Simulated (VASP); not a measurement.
Crystal: FePt.

```
Fe Pt
1.0
     3.67500    0.00000    0.00000
    -1.83750    3.18264    0.00000
     0.00000    0.00000    4.85309
Fe Pt
2 2
Direct
  0.00000 0.00000 0.25000
  0.00000 0.00000 0.75000
  0.33333 0.66667 0.75000
  0.66667 0.33333 0.25000
```

* Program: VASP 6.6.1
* Task: relaxation of cell and atoms
* Functional: PBE
* Potentials or basis: VASP PAW PBE potentials, release 64 (Fe, Pt)
* Cutoff: 600 eV
* k mesh: 6 × 6 × 4
* Occupations: gaussian, width 0.1 eV
* Spin: collinear spin, ferromagnetic start
* Starting moments: [4.0, 4.0, 0.0, 0.0] μB

At the start: pressure 55.2 GPa; volume 14.19 Å³/atom.

Problem. Where does the relaxation end?

Solution. Over 7 steps the energy falls by 837.6 meV/atom and the volume is 16.91 Å³/atom (+19.2 %); space group P6_3/mmc (No. 194, to 0.05 Å); moment 6.63 μB per cell.

Step by step:
| step | energy change (eV) | largest force (eV/Å) | pressure (GPa) | volume (Å³) |
| --- | --- | --- | --- | --- |
| 1 | 0.0000 | 0.0000 | 55.20 | 56.76 |
| 2 | 0.6258 | 0.0000 | -18.72 | 103.25 |
| 3 | -3.1489 | 0.0000 | -6.83 | 73.89 |
| 4 | -3.1702 | 0.0000 | -5.21 | 72.79 |
| 5 | -3.1744 | 0.0000 | -3.99 | 72.03 |
| 6 | -3.3415 | 0.0000 | -1.13 | 68.55 |
| 7 | -3.3503 | 0.0000 | -0.26 | 67.66 |

Final structure:
```cif
data_structure
_symmetry_space_group_name_H-M 'P 1'
_symmetry_Int_Tables_number 1
_cell_length_a 4.1725
_cell_length_b 4.1725
_cell_length_c 4.4873
_cell_angle_alpha 90.000
_cell_angle_beta 90.000
_cell_angle_gamma 120.000
_cell_volume 67.66
loop_
_atom_site_label
_atom_site_type_symbol
_atom_site_fract_x
_atom_site_fract_y
_atom_site_fract_z
_atom_site_occupancy
Fe1 Fe 0.00000 0.00000 0.25000 1
Fe2 Fe 0.00000 0.00000 0.75000 1
Pt1 Pt 0.33333 0.66667 0.75000 1
Pt2 Pt 0.66667 0.33333 0.25000 1
```

Caveat: the volume moved by over 15 % at a fixed basis, so the end points are rough.
